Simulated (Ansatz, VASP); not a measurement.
# Two plane-wave programs on MgO

Contents of INCAR:

```
SYSTEM = MgO
ALGO = Normal
EDIFF = 1E-6
ENCUT = 520
GGA = PS
ISIF = 2
ISMEAR = 0
LASPH = .True.
LCHARG = .False.
LREAL = .False.
LWAVE = .False.
NBANDS = 16
NELM = 80
PREC = Accurate
SIGMA = 0.05
```

File KPOINTS:

```
k-points
0
Gamma
  9 9 6
  0 0 0
```

File POSCAR:

```
MgO
1.0
    3.1300000000      0.0000000000      0.0000000000
   -1.5650000000      2.7106595138      0.0000000000
    0.0000000000      0.0000000000      5.4209000000
Mg O
2 2
Direct
    0.3333333333      0.6666666667      0.0036583380
    0.6666666667      0.3333333333      0.5036583380
    0.3333333333      0.6666666667      0.4009416620
    0.6666666667      0.3333333333      0.9009416620
```

Input for Ansatz:

```yaml
crystal:
  lattice:
    - [3.13, 0.0, 0.0]
    - [-1.565, 2.7106595138, 0.0]
    - [0.0, 0.0, 5.4209]
  atoms:
    - { symbol: Mg, position: [0.3333333333, 0.6666666667, 0.003658338] }
    - { symbol: Mg, position: [0.6666666667, 0.3333333333, 0.503658338] }
    - { symbol: O, position: [0.3333333333, 0.6666666667, 0.400941662] }
    - { symbol: O, position: [0.6666666667, 0.3333333333, 0.900941662] }
basis:
  ecutwfc: 520.0
kpoints:
  mp_grid: { grid: [9, 9, 6] }
hamiltonian:
  xc: pbesol
  pseudopotentials: { kind: paw, azcp: { folder: soft_1 } }
scf:
  occupations: { method: gaussian, width: 0.05 }
output:
  forces: true
  stress: true
  eigenvalues: true
```

Alike in both runs: task single point; functional PBEsol; k mesh 9 × 9 × 6; occupations gaussian, width 0.05 eV; no spin polarisation.

|  | VASP | Ansatz |
| --- | --- | --- |
| version | VASP 6.6.1 | Ansatz 0.2.0 |
| potentials or method | VASP PAW PBE potentials, release 64 (Mg, O), cutoff 520 eV | scalar-relativistic, plane waves, PAW |
| valence electrons in the cell | 16 | 32 |

|  | VASP | Ansatz | Ansatz less VASP |
| --- | --- | --- | --- |
| gap on the k mesh at the Fermi level (eV) | 3.74 | 3.75 | +0.002 |
| least direct gap on the mesh (eV) | 3.74 | 3.75 | +0.002 |
| pressure (GPa) | 8.4 | 8.5 | +0.09 |
| traceless stress, the component that is largest in VASP (GPa) | -17.96 | -17.64 | +0.321 |
| rms of the force components (eV/Å) | 0.594 | 0.582 | -0.0115 |

VASP's potentials were made for PBE, not for PBEsol, and Ansatz warns of the same on its side. Atom by atom the forces differ by 0.011 eV/Å (rms over components). The functional is the same, so the differences come from potentials, cutoffs and numerics. VASP's potentials hold 16 valence electrons a cell and Ansatz's 32, so a difference there can come from the potentials and not from the codes.
